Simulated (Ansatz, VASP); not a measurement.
# AlRu: VASP beside Ansatz

```xyz
2
Lattice="2.8121 0.0000 0.0000 0.0000 2.9916 0.0000 0.0000 0.0000 2.9916" Properties=species:S:1:pos:R:3 pbc="T T T"
Al    0.0000    0.0000    0.0000
Ru    1.4061    1.4958    1.4958
```

Change from the starting cell: strain -0.0600 x Voigt [1, 0, 0, 0, 0, 0], atoms carried along.

Alike in both runs: task single point; functional PBE; k mesh 16 × 16 × 16; occupations gaussian, width 0.15 eV; no spin polarisation.

|  | VASP | Ansatz |
| --- | --- | --- |
| version | VASP 6.6.1 | Ansatz 0.2.0 |
| potentials or method | VASP PAW PBE potentials, release 64 (Al, Ru_pv), cutoff 520 eV | scalar-relativistic, plane waves, PAW |
| valence electrons in the cell | 17 | 19 |

|  | VASP | Ansatz | Ansatz less VASP |
| --- | --- | --- | --- |
| gap on the k mesh at the Fermi level (eV) | none | none | - |
| pressure (GPa) | 18.2 | 18.4 | +0.15 |
| traceless stress, the component that is largest in VASP (GPa) | 9.25 | 9.23 | -0.021 |

A gap of «none» marks a metal or a gap that the smearing closes. VASP's potentials hold 17 valence electrons a cell and Ansatz's 19, so a difference there can come from the potentials and not from the codes.
